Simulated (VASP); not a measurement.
A run of VASP 6.6.1 is set up as follows.

The input INCAR:

```
SYSTEM = Ba3Ca4O7
ALGO = Normal
EDIFF = 1E-7
ENCUT = 520
GGA = PE
ISIF = 2
ISMEAR = -1
ISYM = 0
LASPH = .TRUE.
LCHARG = .FALSE.
LREAL = .FALSE.
LWAVE = .FALSE.
NBANDS = 69
NELM = 80
PREC = Accurate
SIGMA = 0.1172
```

Contents of KPOINTS:

```
k-points
0
G
  1 1 1
  0 0 0
```

POSCAR

```
Ba3Ca4O7
1.0
    6.1422690000      0.0463550000      0.2046950000
    0.0463550000      6.1618090000      0.0560510000
    0.2046950000      0.0560510000      6.1205050000
Ba O Ca
3 7 4
Direct
    0.8897538037      0.9263068156      0.7924709516
    0.2382488408      0.3861016712      0.6474500501
    0.2586405728      0.8539612546      0.3143489280
    0.1592794019      0.0926736693     -0.0274008679
   -0.0658908305      0.6273816282      0.4967191687
    0.5429011283      0.5664126438      0.2862266853
   -0.0114585302      0.1623059676      0.4699610722
    0.5053033066      0.0027340073      0.5546419284
    0.6124231642      0.0782840843      0.0355666958
    0.1948493635      0.5906396873     -0.0444627748
    0.3917071600      0.3300666322      0.0826010171
    0.8706852971      0.4247062194      0.2553527633
    0.7434648431      0.8942590509      0.3124871804
    0.3990908403      0.8717590014      0.8467589091
```

Potentials or basis: VASP PAW PBE potentials, release 64 (Ba_sv, O, Ca_sv).

Launch:

```console
$ cat potpaw_PBE.64/Ba_sv/POTCAR potpaw_PBE.64/O/POTCAR potpaw_PBE.64/Ca_sv/POTCAR > POTCAR
$ mpirun -np 1 vasp_gam > vasp.out
```

Q: Estimate the pressure.

A: 21.8 GPa.

Q: Estimate the largest force.

A: 2.605 eV/Å.

Q: What does it give for the band gap on the k mesh?

A: 2.72 eV.

Forces in eV/Å, atoms in the order of the input:
```
Ba  -0.487 -0.881 -0.536
Ba   0.856 -0.932 -2.278
Ba  -1.479  0.147 -0.435
O    0.108  0.581  0.342
O    0.881  1.573  0.494
O    0.313  0.070 -0.454
O   -0.191 -0.799 -1.177
O    0.330  0.480 -0.679
O    0.458 -0.884  0.712
O   -1.159  1.457  1.560
Ca  -0.241  0.872  1.398
Ca  -0.226 -2.072 -0.987
Ca   0.465  0.410  0.948
Ca   0.372 -0.021  1.091
```

Caveat: the k points lie up to 1.03 Å⁻¹ apart; spin-orbit coupling is left out, which moves the levels of the heavy elements.
